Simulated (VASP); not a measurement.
Wanted: the native input for a VASP 6.6.1 run.

* Task: relaxation of cell and atoms
* Functional: PBEsol
* Potentials or basis: VASP PAW PBE potentials, release 64 (Li_sv)
* Cutoff: 600 eV
* k mesh: 18 × 18 × 10
* Occupations: fermi-dirac, width 0.1 eV
* Spin: no spin polarisation
* Target pressure: 2 GPa
* Dipole correction: no
* Further INCAR settings: ALGO = Normal; EDIFF = 1e-06; IBRION = 2; EDIFFG = -0.002; NSW = 100; ISIF = 3

The structure of Li lies in POSCAR:

```
Li
1.0
    3.0528418645      0.0000000000      0.0000000000
   -1.5264209322      2.6438386084      0.0000000000
    0.0000000000      0.0000000000      5.0030045290
Li
2
Direct
    0.3333333333      0.6666666667      0.2500000000
    0.6666666667      0.3333333333      0.7500000000
```

This isn't the form of Li at room conditions, which is bcc.

These files were run (other wordings do the same):

INCAR

```
PREC = Accurate ; ENCUT = 600
EDIFF = 1E-6 ; ISMEAR = -1
SIGMA = 0.1 ; LREAL = False
LASPH = True ; NELM = 60
ALGO = Normal ; ISIF = 3
LWAVE = False ; LCHARG = False
GGA = PS ; IBRION = 2
NSW = 100 ; EDIFFG = -0.002
PSTRESS = 20.0
```

KPOINTS

```
Automatic mesh
0
Gamma
  18 18 10
```

Potentials or basis: VASP PAW PBE potentials, release 64 (Li_sv).

Command:

```bash
$ cat potpaw_PBE.64/Li_sv/POTCAR > POTCAR
$ mpirun -np 1 vasp_std > vasp.out
```

It gave:

```json
{
  "Relaxed volume": "17.75 Å³/atom",
  "Relaxed cell": "a = 2.923 Å, b = 2.923 Å, c = 4.796 Å, α = 90.00°, β = 90.00°, γ = 120.00°",
  "Space group after relaxing (to 0.1 Å)": "P6_3/mmc (No. 194)",
  "Energy change on relaxing (the run minimises the enthalpy)": "+12.9 meV/atom",
  "Ionic steps": "11",
  "Pressure after relaxing": "2.0 GPa",
  "Band gap on the k mesh": "zero (bands 3 and 4 overlap by 4.91 eV)"
}
```

Caveat: the cutoff is under 1.25 times the usual one of these potentials, so pressure, stress and relaxed cells hold a basis-set (Pulay) error; the cell is relaxed towards a set pressure, so the run minimises the enthalpy, not the energy; the PAW data sets were made with another functional, which shifts forces and pressure a little.

Run time: 4.2 min on 1 thread of Intel Xeon 8259CL, with other jobs on the host, peak memory 0.2 GiB.
